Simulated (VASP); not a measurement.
# Te7Mo4 (a cell with a defect) in VASP: a series of runs

Te7Mo4 (a cell with a defect) is run at these levels: PBEsol; tasks: single point, relaxation of the atoms.

All numbers are computed with VASP 6.6.1; they aren't measurements. Logs are shortened: lines on timing, memory, paths and dates and some standing lists are left out, and cuts for length are marked.

## (1) The cell of the first run

The cell holds a defect, 11 atoms: a = 7.120 Å, b = 7.120 Å, c = 17.524 Å, α = 90.00°, β = 90.00°, γ = 120.00°.

## (2) Single point, PBEsol

INCAR

```
PREC = Accurate ; ENCUT = 400
EDIFF = 1E-6 ; ISMEAR = 0
SIGMA = 0.1 ; LREAL = F
LASPH = T ; NELM = 120
ALGO = Normal ; ISIF = 2
LWAVE = F ; LCHARG = F
GGA = PS ; NBANDS = 60
GGA_COMPAT = F
```

KPOINTS

```
regular mesh
0
Gamma
  2 2 1
```

POSCAR

```
Te7Mo4
1.0
    7.1204656236      0.0000000058      0.0000000000
   -3.5602328168      6.1665041140      0.0000000000
    0.0000000000      0.0000000000     17.5240578200
Te Mo
7 4
Direct
    0.1666666667      0.3333333333      0.1029435808
    0.1679481343      0.8339740671      0.8993465781
    0.1588206648      0.8294103324      0.1000865088
    0.6660259329      0.3320518657      0.8993465781
    0.6705896676      0.3411793352      0.1000865088
    0.6660259329      0.8339740671      0.8993465781
    0.6705896676      0.8294103324      0.1000865088
    0.0061415298      0.0122830596      0.0001144176
    0.0061415298      0.4938584702      0.0001144176
    0.5000000000      0.0000000000      0.0005584560
    0.4877169404      0.4938584702      0.0001144176
```

Potentials or basis: VASP PAW PBE potentials, release 64 (Te, Mo_sv).

Started as:

```console
> cat potpaw_PBE.64/Te/POTCAR potpaw_PBE.64/Mo_sv/POTCAR > POTCAR
> mpirun -np 1 vasp_std > vasp.out
```

OUTCAR:

```text
PREC = Accurate
   ENCUT = 400
   EDIFF = 1E-6
   ISMEAR = 0
   LREAL = F
   LASPH = T
   NELM = 120
   ISIF = 2
   GGA = PS

 ion  position               nearest neighbor table
   1  0.167  0.333  0.103-  11 2.68   8 2.68   9 2.68   5 3.56   3 3.56   7 3.56   7 3.56   5 3.56
                             3 3.56
   2  0.168  0.834  0.899-  10 2.71   9 2.74   8 2.74   3 3.52   6 3.55   4 3.55   6 3.57   4 3.57

   3  0.159  0.829  0.100-   8 2.71   9 2.71  10 2.73   7 3.48   5 3.48   2 3.52   1 3.56   1 3.56
                             7 3.64   5 3.64
   4  0.666  0.332  0.899-  10 2.71   9 2.74  11 2.74   5 3.52   6 3.55   2 3.55   6 3.57   2 3.57

   5  0.671  0.341  0.100-  11 2.71   9 2.71  10 2.73   7 3.48   3 3.48   4 3.52   1 3.56   1 3.56
                             7 3.64   3 3.64
   6  0.666  0.834  0.899-  10 2.71   8 2.74  11 2.74   7 3.52   2 3.55   4 3.55   2 3.57   4 3.57

   7  0.671  0.829  0.100-   8 2.71  11 2.71  10 2.73   3 3.48   5 3.48   6 3.52   1 3.56   1 3.56
                             3 3.64   5 3.64
   8  0.006  0.012  0.000-   1 2.68   3 2.71   7 2.71   6 2.74   2 2.74   9 3.43  11 3.43
   9  0.006  0.494  0.000-   1 2.68   5 2.71   3 2.71   4 2.74   2 2.74  11 3.43   8 3.43
  10  0.500  0.000  0.001-   2 2.71   4 2.71   6 2.71   7 2.73   3 2.73   5 2.73
  11  0.488  0.494  0.000-   1 2.68   5 2.71   7 2.71   6 2.74   4 2.74   9 3.43   8 3.43

  LATTYP: Found a hexagonal cell.
 ALAT       =     7.1204656236
 C/A-ratio  =     2.4610831294

  Lattice vectors:

 A1 = (   7.1204656236,   0.0000000058,   0.0000000000)
 A2 = (  -3.5602328168,   6.1665041140,   0.0000000000)
 A3 = (   0.0000000000,   0.0000000000,  17.5240578200)

Analysis of symmetry for initial positions (statically):
=====================================================================
 Subroutine PRICEL returns:
 Original cell was already a primitive cell.

 Routine SETGRP: Setting up the symmetry group for a
 hexagonal supercell.

 Subroutine GETGRP returns: Found  6 space group operations
 (whereof  2 operations were pure point group operations)
 out of a pool of 24 trial point group operations.

The static configuration has the point symmetry C_1h.
 The point group associated with its full space group is C_3v.

Analysis of symmetry for dynamics (positions and initial velocities):
=====================================================================
 Subroutine PRICEL returns:
 Original cell was already a primitive cell.

 Routine SETGRP: Setting up the symmetry group for a
 hexagonal supercell.

 Subroutine GETGRP returns: Found  6 space group operations
 (whereof  2 operations were pure point group operations)
 out of a pool of 24 trial point group operations.

The dynamic configuration has the point symmetry C_1h.
 The point group associated with its full space group is C_3v.

 Subroutine INISYM returns: Found  6 space group operations
 (whereof  2 operations are pure point group operations),
 and found     1 'primitive' translations

----------------------------------------------------------------------------------------

                                     Primitive cell

  volume of cell :     769.4530

  direct lattice vectors                    reciprocal lattice vectors
     7.120465624  0.000000006  0.000000000     0.140440254  0.081083219  0.000000000
    -3.560232817  6.166504114  0.000000000    -0.000000000  0.162166437  0.000000000
     0.000000000  0.000000000 17.524057820     0.000000000  0.000000000  0.057064409

  length of vectors
     7.120465624  7.120465624 17.524057820     0.162166437  0.162166437  0.057064409

  position of ions in fractional coordinates (direct lattice)
     0.166666667  0.333333333  0.102943581
     0.167948134  0.833974067  0.899346578
     0.158820665  0.829410332  0.100086509
     0.666025933  0.332051866  0.899346578
     0.670589668  0.341179335  0.100086509
     0.666025933  0.833974067  0.899346578
     0.670589668  0.829410332  0.100086509
     0.006141530  0.012283060  0.000114418
     0.006141530  0.493858470  0.000114418
     0.500000000  0.000000000  0.000558456
     0.487716940  0.493858470  0.000114418

  ion indices of the primitive-cell ions
   primitive index   ion index
                 1           1
                 2           2
                 3           3
                 4           4
                 5           5
                 6           6
                 7           7
                 8           8
                 9           9
                10          10
                11          11

----------------------------------------------------------------------------------------

 KPOINTS: regular mesh

Automatic generation of k-mesh.
 Grid dimensions read from file:
 generate k-points for:    2    2    1

 Generating k-lattice:

  Cartesian coordinates                     Fractional coordinates (reciprocal lattice)
     0.070220127  0.040541609  0.000000000     0.500000000  0.000000000  0.000000000
    -0.000000000  0.081083218  0.000000000     0.000000000  0.500000000  0.000000000
     0.000000000  0.000000000  0.057064409     0.000000000  0.000000000  1.000000000

  Length of vectors
     0.081083218  0.081083218  0.057064409

  Shift w.r.t. Gamma in fractional coordinates (k-lattice)
     0.000000000  0.000000000  0.000000000

 Subroutine IBZKPT returns following result:
 ===========================================

 Found      2 irreducible k-points:

 Following reciprocal coordinates:
            Coordinates               Weight
  0.000000  0.000000  0.000000      1.000000
  0.500000  0.000000  0.000000      3.000000
   k-points           NKPTS =      2   k-points in BZ     NKDIM =      2   number of bands    NBANDS=     60
   number of dos      NEDOS =    301   number of ions     NIONS =     11
   total plane-waves  NPLWV = 276480
   dimension x,y,z NGX =    48 NGY =   48 NGZ =  120
   dimension x,y,z NGXF=    96 NGYF=   96 NGZF=  240
   ions per type =               7   4
   NGX,Y,Z   is equivalent  to a cutoff of  11.21, 11.21, 11.38 a.u.
   NGXF,Y,Z  is equivalent  to a cutoff of  22.41, 22.41, 22.77 a.u.
 SYSTEM =  unknown system
   PREC   = accura    normal or accurate (medium, high low for compatibility)
   ISTART =      0    job   : 0-new  1-cont  2-samecut
   ICHARG =      2    charge: 1-file 2-atom 10-const
   ISPIN  =      1    spin polarized calculation?
   LNONCOLLINEAR =      F non collinear calculations
   LSORBIT =      F    spin-orbit coupling
   LASPH  =      T    aspherical Exc in radial PAW
   ENCUT  =  400.0 eV  29.40 Ry    5.42 a.u.  11.61 11.61 28.58*2*pi/ulx,y,z
   NELM   =    120;   NELMIN=  2; NELMDL= -5     # of ELM steps
   EDIFF  = 0.1E-05   stopping-criterion for ELM
   LREAL  =      F    real-space projection
   EDIFFG = 0.1E-04   stopping-criterion for IOM
   NSW    =      0    number of steps for IOM
   IBRION =     -1    ionic relax: 0-MD 1-quasi-New 2-CG
   NFREE  =      0    steps in history (QN), initial steepest desc. (CG)
   ISIF   =      2    stress and relaxation
   ISYM   =      2    0-nonsym 1-usesym 2-fastsym
   POTIM  = 0.5000    time-step for ionic-motion
   TEBEG  =    0.0;   TEEND  =   0.0 temperature during run
   PSTRESS=    0.0 pullay stress
   NELECT =      98.0000    total number of electrons
   NUPDOWN=      -1.0000    fix difference up-down
   EMIN   =  10.00;   EMAX   =-10.00  energy-range for DOS
   EFERMI =   0.00;   METHOD = LEGACY
   ISMEAR =     0;   SIGMA  =   0.10  broadening in eV -4-tet -1-fermi 0-gaus
   EFERMI_NEDOS =   21; number of points for ismear=-14 and -15
   IALGO  =     38    algorithm
   IMIX   =      4    mixing-type and parameters
     AMIX     =   0.40;   BMIX     =  1.00
     AMIX_MAG =   1.60;   BMIX_MAG =  1.00
  volume/ion in A,a.u.               =      69.95       472.05
  Fermi-wavevector in a.u.,A,eV,Ry     =   0.823676  1.556521  9.230755  0.678441
  Thomas-Fermi vector in A             =   1.935227
   LORBIT       =      0    0 simple, 1 ext, 2 COOP (PROOUT), +10 PAW based schemes
   GGA     = PS    functional components
   LHFCALC =     F    Hartree Fock is set to
   AEXX    =    0.0000 exact exchange contribution
   IVDW    =     0    specifies the selected vdW correction
   LEPSILON=     F    determine dielectric tensor
   LRPA    =     F    only Hartree local field effects (RPA)
 non-spin polarized calculation
 Gauss-broadening in eV      SIGMA  =   0.10
  energy-cutoff  :      400.00
  volume of cell :      769.45
 maximum number of plane-waves:     14019
 NGX is ok and might be reduce to    48
   NGX = 23   NGY = 23   NGZ = 57

 number of electron      97.9999987 magnetization

 Free energy of the ion-electron system (eV)
  ---------------------------------------------------
  ext. energy  EPLUGINS =         0.00000000
  ---------------------------------------------------
  free energy    TOTEN  =       -71.91896522 eV

  energy without entropy =      -71.91097498  energy(sigma->0) =      -71.91497010

 E-fermi :  -0.0811     XC(G=0):  -4.4896

 val. band max:       -0.1976621274   @ k =   0.0000   0.0000   0.0000
 cond. band min:       0.0696195254   @ k =   0.5000   0.0000   0.0000
 fundamental gap:      0.2672816528
 Fermi energy:        -0.0810815237

 k-point     1 :       0.0000    0.0000    0.0000
  band No.  band energies     occupation
      1     -61.1097      2.00000
      2     -61.0184      2.00000
      3     -61.0118      2.00000
      4     -61.0118      2.00000
      5     -35.3226      2.00000
      6     -35.3226      2.00000
[... 52 lines left out ...]
     59       2.7586      0.00000
     60       2.8622      0.00000

 k-point     2 :       0.5000    0.0000    0.0000
  band No.  band energies     occupation
      1     -61.1096      2.00000
      2     -61.0169      2.00000
      3     -61.0134      2.00000
      4     -61.0118      2.00000
      5     -35.3076      2.00000
      6     -35.2806      2.00000
[... 52 lines left out ...]
     59       1.9092      0.00000
     60       1.9962      0.00000

------------------------ aborting loop because EDIFF is reached ----------------------------------------

  FORCE on cell =-STRESS in cart. coord.  units (eV):
  Direction    XX          YY          ZZ          XY          YZ          ZX
  --------------------------------------------------------------------------------------
  -------------------------------------------------------------------------------------
  Total      -12.4376015    -12.4376015      0.0176235     -0.0000000      0.0000000      0.0000000
  in kB      -25.8979342    -25.8979342      0.0366962     -0.0000000      0.0000000      0.0000000
  external PRESSURE =     -17.2530574 kB  Pullay stress =       0.0000000 kB

 VOLUME and BASIS-vectors are now :
 -----------------------------------------------------------------------------
  energy-cutoff  :      400.00
  volume of cell :      769.45
      direct lattice vectors                 reciprocal lattice vectors
     7.120465624  0.000000006  0.000000000     0.140440254  0.081083219  0.000000000
    -3.560232817  6.166504114  0.000000000    -0.000000000  0.162166437  0.000000000
     0.000000000  0.000000000 17.524057820     0.000000000  0.000000000  0.057064409

 POSITION                                       TOTAL-FORCE (eV/Angst)
 -----------------------------------------------------------------------------------
     -0.00000      2.05550      1.80399         0.000000     -0.000000      0.050958
     -1.77327      5.14270     15.76020        -0.002613     -0.001508     -0.034878
     -1.82202      5.11456      1.75392         0.000460      0.000266      0.026502
      3.56023      2.04760     15.76020        -0.000000      0.003017     -0.034878
      3.56023      2.10388      1.75392         0.000000     -0.000531      0.026502
      1.77327      5.14270     15.76020         0.002613     -0.001508     -0.034878
      1.82202      5.11456      1.75392        -0.000460      0.000266      0.026502
     -0.00000      0.07574      0.00201        -0.000000      0.010354     -0.009846
     -1.71452      3.04538      0.00201         0.008967     -0.005177     -0.009846
      3.56023      0.00000      0.00979         0.000000     -0.000000      0.003707
      1.71452      3.04538      0.00201        -0.008967     -0.005177     -0.009846
 -----------------------------------------------------------------------------------
    total drift:                               -0.000000      0.000000      0.000620

  FREE ENERGIE OF THE ION-ELECTRON SYSTEM (eV)
  ---------------------------------------------------
  free  energy   TOTEN  =       -71.9189652184 eV

  energy  without entropy=      -71.9109749794  energy(sigma->0) =      -71.91497010
```

It took 92 s on 1 thread of Intel Xeon 6975P-C (Granite Rapids), shared host; peak memory 0.55 GiB.

Results:

| Property | Result |
| --- | --- |
| Free energy | -71.9190 eV |
| Pressure | -1.7 GPa |
| Largest force | 0.051 eV/Å |
| Band gap on the k mesh | 0.27 eV |

Forces on the atoms (eV/Å):
```
Te   0.000  0.000  0.051
Te  -0.003 -0.002 -0.035
Te   0.000  0.000  0.027
Te   0.000  0.003 -0.035
Te   0.000 -0.001  0.027
Te   0.003 -0.002 -0.035
Te   0.000  0.000  0.027
Mo   0.000  0.010 -0.010
Mo   0.009 -0.005 -0.010
Mo   0.000  0.000  0.004
Mo  -0.009 -0.005 -0.010
```

Levels at points of the mesh, in eV from the valence-band top:
```
           k point  band 47  band 48  band 49  band 50  band 51  band 52
(0.00, 0.00, 0.00)    -0.73    -0.53     0.00     0.80     0.80     1.22
(0.50, 0.00, 0.00)    -0.71    -0.63    -0.28     0.27     0.80     1.15
```

Caveat: the k points lie up to 0.51 Å⁻¹ apart; the PAW data sets were made with another functional, which shifts forces and pressure a little; spin-orbit coupling is left out, which moves the levels of the heavy elements.

(Part 1 of 2 ends here.)
